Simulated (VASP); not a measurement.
# HC18N in VASP: a series of runs, part 2 of 2

VASP 6.6.1. Earlier steps stand in the parts before.

## 3. Single point, PBEsol

Contents of INCAR:

```
SYSTEM = HC18N
ALGO = Normal
EDIFF = 1E-6
ENCUT = 520
GGA = PS
ISIF = 2
ISMEAR = -1
LASPH = .True.
LCHARG = .False.
LREAL = Auto
LWAVE = .False.
NBANDS = 55
NELM = 80
PREC = Accurate
SIGMA = 0.05
```

Contents of KPOINTS:

```
k-points
0
Gamma
  2 2 1
  0 0 0
```

Contents of POSCAR:

```
HC18N
1.0
    7.3980000000      0.0000000000      0.0000000000
   -3.6990000000      6.4068560000      0.0000000000
    0.0000000000      0.0000000000     11.0000000000
C N H
18 1 1
Direct
    0.0106953223      0.0105655566      0.1207947273
    0.2346451340      0.1280948097      0.0937724545
    0.0094691915      0.3533171340      0.0936920909
    0.2268854075      0.4587037698      0.0912346364
    0.0062331076      0.6800980075      0.0847665455
    0.2292162603      0.7916839398      0.0855050000
    0.3412542145      0.0150456011      0.0847802727
    0.5614391680      0.1248748216      0.0847554545
    0.3400454150      0.3455239200      0.0912541818
    0.5629826522      0.4576754964      0.0864303636
    0.3390339765      0.6816372960      0.0864610909
    0.5620901509      0.7937372090      0.0908240000
    0.6685111040      0.0116615700      0.0935166364
    0.8919438001      0.1293853022      0.1207497273
    0.6730447929      0.3478614160      0.0854573636
    0.8963928853      0.4599171575      0.0847028182
    0.6750904179      0.6807293624      0.0908084545
    0.8930262768      0.7871598800      0.0935444545
    0.9575834524      0.0763196488      0.2360936364
    0.8293869161     -0.0518614746      0.2726745455
```

Potentials or basis: VASP PAW PBE potentials, release 64 (C, N, H).

On the command line:

```bash
cat potpaw_PBE.64/C/POTCAR potpaw_PBE.64/N/POTCAR potpaw_PBE.64/H/POTCAR > POTCAR
mpirun -np 1 vasp_std > vasp.out
```

OUTCAR:

```text
SYSTEM = HC18N
   EDIFF = 1E-6
   ENCUT = 520
   GGA = PS
   ISIF = 2
   ISMEAR = -1
   LASPH = .True.
   LREAL = Auto
   NELM = 80
   PREC = Accurate

 ion  position               nearest neighbor table
   1  0.011  0.011  0.121-  18 1.46   2 1.47  19 1.48  14 1.52
   2  0.235  0.128  0.094-   9 1.39   7 1.41   1 1.47
   3  0.009  0.353  0.094-   4 1.39  16 1.41  14 1.47
   4  0.227  0.459  0.091-   3 1.39  11 1.43   9 1.45
   5  0.006  0.680  0.085-  16 1.41  18 1.41   6 1.43
   6  0.229  0.792  0.086-  11 1.41   5 1.43   7 1.43
   7  0.341  0.015  0.085-   8 1.41   2 1.41   6 1.43
   8  0.561  0.125  0.085-   7 1.41  13 1.41  15 1.43
   9  0.340  0.346  0.091-   2 1.39  10 1.43   4 1.45
  10  0.563  0.458  0.086-  15 1.41   9 1.43  17 1.43
  11  0.339  0.682  0.086-   6 1.41   4 1.43  12 1.43
  12  0.562  0.794  0.091-  13 1.40  11 1.43  17 1.45
  13  0.669  0.012  0.094-  12 1.40   8 1.41  14 1.46
  14  0.892  0.129  0.121-  13 1.46   3 1.47  19 1.48   1 1.52
  15  0.673  0.348  0.085-  10 1.41   8 1.43  16 1.43
  16  0.896  0.460  0.085-   5 1.41   3 1.41  15 1.43
  17  0.675  0.681  0.091-  18 1.40  10 1.43  12 1.45
  18  0.893  0.787  0.094-  17 1.40   5 1.41   1 1.46
  19  0.958  0.076  0.236-  20 1.03  14 1.48   1 1.48
  20  0.829  0.948  0.273-  19 1.03

  LATTYP: Found a hexagonal cell.
 ALAT       =     7.3980000000
 C/A-ratio  =     1.4868883482

  Lattice vectors:

 A1 = (   7.3980000000,   0.0000000000,   0.0000000000)
 A2 = (  -3.6990000000,   6.4068560000,   0.0000000000)
 A3 = (   0.0000000000,   0.0000000000,  11.0000000000)

Analysis of symmetry for initial positions (statically):
=====================================================================
 Subroutine PRICEL returns:
 Original cell was already a primitive cell.

 Routine SETGRP: Setting up the symmetry group for a
 hexagonal supercell.

 Subroutine GETGRP returns: Found  1 space group operations
 (whereof  1 operations were pure point group operations)
 out of a pool of 24 trial point group operations.

The static configuration has the point symmetry C_1 .

Analysis of symmetry for dynamics (positions and initial velocities):
=====================================================================
 Subroutine PRICEL returns:
 Original cell was already a primitive cell.

 Routine SETGRP: Setting up the symmetry group for a
 hexagonal supercell.

 Subroutine GETGRP returns: Found  1 space group operations
 (whereof  1 operations were pure point group operations)
 out of a pool of 24 trial point group operations.

The dynamic configuration has the point symmetry C_1 .

 Subroutine INISYM returns: Found  1 space group operations
 (whereof  1 operations are pure point group operations),
 and found     1 'primitive' translations

----------------------------------------------------------------------------------------

                                     Primitive cell

  volume of cell :     521.3771

  direct lattice vectors                    reciprocal lattice vectors
[... 71 lines left out ...]
     0.000000000  0.000000000  0.000000000

 Subroutine IBZKPT returns following result:
 ===========================================

 Found      4 irreducible k-points:

 Following reciprocal coordinates:
            Coordinates               Weight
  0.000000  0.000000  0.000000      1.000000
  0.500000 -0.000000  0.000000      1.000000
  0.000000  0.500000  0.000000      1.000000
  0.500000  0.500000  0.000000      1.000000
   k-points           NKPTS =      4   k-points in BZ     NKDIM =      4   number of bands    NBANDS=     55
   number of dos      NEDOS =    301   number of ions     NIONS =     20
   total plane-waves  NPLWV = 263424
   dimension x,y,z NGX =    56 NGY =   56 NGZ =   84
   dimension x,y,z NGXF=   112 NGYF=  112 NGZF=  168
   ions per type =              18   1   1
   NGX,Y,Z   is equivalent  to a cutoff of  12.58, 12.58, 12.70 a.u.
   NGXF,Y,Z  is equivalent  to a cutoff of  25.17, 25.17, 25.39 a.u.
 SYSTEM =  HC18N
   PREC   = accura    normal or accurate (medium, high low for compatibility)
   ISTART =      0    job   : 0-new  1-cont  2-samecut
   ICHARG =      2    charge: 1-file 2-atom 10-const
   ISPIN  =      1    spin polarized calculation?
   LNONCOLLINEAR =      F non collinear calculations
   LSORBIT =      F    spin-orbit coupling
   LASPH  =      T    aspherical Exc in radial PAW
   ENCUT  =  520.0 eV  38.22 Ry    6.18 a.u.  13.76 13.76 20.45*2*pi/ulx,y,z
   NELM   =     80;   NELMIN=  2; NELMDL= -5     # of ELM steps
   EDIFF  = 0.1E-05   stopping-criterion for ELM
   LREAL  =      T    real-space projection
   EDIFFG = 0.1E-04   stopping-criterion for IOM
   NSW    =      0    number of steps for IOM
   IBRION =     -1    ionic relax: 0-MD 1-quasi-New 2-CG
   NFREE  =      0    steps in history (QN), initial steepest desc. (CG)
   ISIF   =      2    stress and relaxation
   ISYM   =      2    0-nonsym 1-usesym 2-fastsym
   POTIM  = 0.5000    time-step for ionic-motion
   TEBEG  =    0.0;   TEEND  =   0.0 temperature during run
   PSTRESS=    0.0 pullay stress
   NELECT =      78.0000    total number of electrons
   NUPDOWN=      -1.0000    fix difference up-down
   EMIN   =  10.00;   EMAX   =-10.00  energy-range for DOS
   EFERMI =   0.00;   METHOD = LEGACY
   ISMEAR =    -1;   SIGMA  =   0.05  broadening in eV -4-tet -1-fermi 0-gaus
   EFERMI_NEDOS =   21; number of points for ismear=-14 and -15
   IALGO  =     38    algorithm
   IMIX   =      4    mixing-type and parameters
     AMIX     =   0.40;   BMIX     =  1.00
     AMIX_MAG =   1.60;   BMIX_MAG =  1.00
  volume/ion in A,a.u.               =      26.07       175.92
  Fermi-wavevector in a.u.,A,eV,Ry     =   0.869072  1.642308 10.276289  0.755286
  Thomas-Fermi vector in A             =   1.987841
   LORBIT       =      0    0 simple, 1 ext, 2 COOP (PROOUT), +10 PAW based schemes
   GGA     = PS    functional components
   LHFCALC =     F    Hartree Fock is set to
   AEXX    =    0.0000 exact exchange contribution
   IVDW    =     0    specifies the selected vdW correction
   LEPSILON=     F    determine dielectric tensor
   LRPA    =     F    only Hartree local field effects (RPA)
 non-spin polarized calculation
  energy-cutoff  :      520.00
  volume of cell :      521.38
 maximum number of plane-waves:     14099
 NGX is ok and might be reduce to    56
   NGX = 27   NGY = 27   NGZ = 41

 number of electron      78.0000001 magnetization

 Free energy of the ion-electron system (eV)
  ---------------------------------------------------
  ext. energy  EPLUGINS =         0.00000000
  ---------------------------------------------------
  free energy    TOTEN  =      -183.10652699 eV

  energy without entropy =     -183.08631042  energy(sigma->0) =     -183.09641870

 E-fermi :  -1.4285     XC(G=0):  -4.1548

 val. band max:       -1.5194494431   @ k =   0.0000   0.0000   0.0000
 cond. band min:      -1.3376209553   @ k =   0.0000   0.0000   0.0000
 fundamental gap:      0.1818284878
 Fermi energy:        -1.4285358731

 k-point     1 :       0.0000    0.0000    0.0000
  band No.  band energies     occupation
      1     -22.5796      2.00000
      2     -20.4318      2.00000
      3     -18.4940      2.00000
      4     -18.4696      2.00000
      5     -18.4227      2.00000
      6     -18.3527      2.00000
[... 205 lines left out ...]
     50       4.5269      0.00000
     51       4.7925      0.00000
 [bands above 51 left out]

------------------------ aborting loop because EDIFF is reached ----------------------------------------

  FORCE on cell =-STRESS in cart. coord.  units (eV):
  Direction    XX          YY          ZZ          XY          YZ          ZX
  --------------------------------------------------------------------------------------
  -------------------------------------------------------------------------------------
  Total        2.1906820      1.3283818      0.0577642     -0.7603610     -0.0382201     -0.0112589
  in kB        6.7319046      4.0820802      0.1775076     -2.3365681     -0.1174494     -0.0345984
  external PRESSURE =       3.6638308 kB  Pullay stress =       0.0000000 kB

 VOLUME and BASIS-vectors are now :
 -----------------------------------------------------------------------------
  energy-cutoff  :      520.00
  volume of cell :      521.38
      direct lattice vectors                 reciprocal lattice vectors
     7.398000000  0.000000000  0.000000000     0.135171668  0.078041398  0.000000000
    -3.699000000  6.406856000  0.000000000     0.000000000  0.156082796  0.000000000
     0.000000000  0.000000000 11.000000000     0.000000000  0.000000000  0.090909091

 POSITION                                       TOTAL-FORCE (eV/Angst)
 -----------------------------------------------------------------------------------
      0.04004      0.06769      1.32874         0.058354     -0.017590     -0.042493
      1.26208      0.82069      1.03150        -0.005551      0.001259     -0.007290
     -1.23687      2.26365      1.03061        -0.002164     -0.007084     -0.012338
     -0.01825      2.93885      1.00358         0.011667     -0.005877     -0.000343
     -2.46957      4.35729      0.93243         0.001817      0.000842     -0.006346
     -1.23270      5.07220      0.94055        -0.002267      0.004482      0.001643
[... 12 lines left out ...]
      6.80190      0.48897      2.59703         0.014309      0.018867      0.095686
      2.62864      6.07459      2.99942        -0.021058     -0.034318      0.037595
 -----------------------------------------------------------------------------------
    total drift:                                0.013959      0.011438      0.015644

  FREE ENERGIE OF THE ION-ELECTRON SYSTEM (eV)
  ---------------------------------------------------
  free  energy   TOTEN  =      -183.1065269875 eV

  energy  without entropy=     -183.0863104186  energy(sigma->0) =     -183.09641870
```

Wall time 2.3 min (1 thread of Intel Xeon 6975P-C (Granite Rapids), shared host); peak memory 0.59 GiB.

Results:

```yaml
Free_energy: -183.1065 eV
Largest_force: 0.099 eV/Å
Band_gap_on_the_k_mesh: 0.18 eV
```

Forces in eV/Å, atoms in the order of the input:
```
C    0.058 -0.018 -0.042
C   -0.006  0.001 -0.007
C   -0.002 -0.007 -0.012
C    0.012 -0.006  0.000
C    0.002  0.001 -0.006
C   -0.002  0.004  0.002
C    0.004 -0.014 -0.008
C   -0.001  0.008  0.000
C   -0.010  0.005 -0.002
C    0.000 -0.001 -0.003
C    0.007 -0.002  0.000
C    0.011 -0.004 -0.009
C    0.006  0.011 -0.001
C   -0.059  0.033 -0.049
C    0.007  0.006  0.002
C   -0.009 -0.007  0.005
C   -0.006 -0.001 -0.003
C   -0.004  0.005  0.001
N    0.014  0.019  0.096
H   -0.021 -0.034  0.038
```

Caveat: the k points lie up to 0.49 Å⁻¹ apart; the PAW data sets were made with another functional, which shifts forces and pressure a little.
